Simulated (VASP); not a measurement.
Write the native input for VASP 6.6.1 that does the following.

```
Task                   : single point
Functional             : LDA
Potentials or basis    : VASP PAW LDA potentials, release 64 (I)
Cutoff                 : 520 eV
k mesh                 : 15 × 15 × 15
Occupations            : fermi-dirac, width 0.05 eV
Spin                   : no spin polarisation
Dipole correction      : no
Further INCAR settings : ALGO = Normal; EDIFF = 1e-07; NBANDS = 10
```

The structure of I lies in POSCAR:

```
I
1.0
    0.0000000000      2.3656004428      3.9098401324
    2.1922454667      0.0000000000      3.9098401324
    2.1922454667      2.3656004428      0.0000000000
I
1
Direct
    0.0000000000      0.0000000000      0.0000000000
```

One way to write it, as run:

INCAR

```
PREC = Accurate
ENCUT = 520
EDIFF = 1E-7
ISMEAR = -1
SIGMA = 0.05
LREAL = F
LASPH = T
NELM = 80
ALGO = Normal
ISIF = 2
LWAVE = F
LCHARG = T
GGA = CA
LELF = T
LVHAR = T
NBANDS = 10
```

KPOINTS

```
Automatic mesh
0
Gamma
  15 15 15
```

Potentials or basis: VASP PAW LDA potentials, release 64 (I).

The run is started by

```sh
$ cat potpaw_LDA.64/I/POTCAR > POTCAR
$ mpirun -np 1 vasp_std > vasp.out
```

Results of the run:

```json
{"Pressure": "-2.3 GPa"}
```

Caveat: an odd number of electrons without spin polarisation forces a metal; a magnetic or distorted state may lie lower.

Run time: 51 s on 1 thread of Intel(R) Xeon(R) 6975P-C (Granite Rapids), on a shared host, peak memory 0.31 GiB.
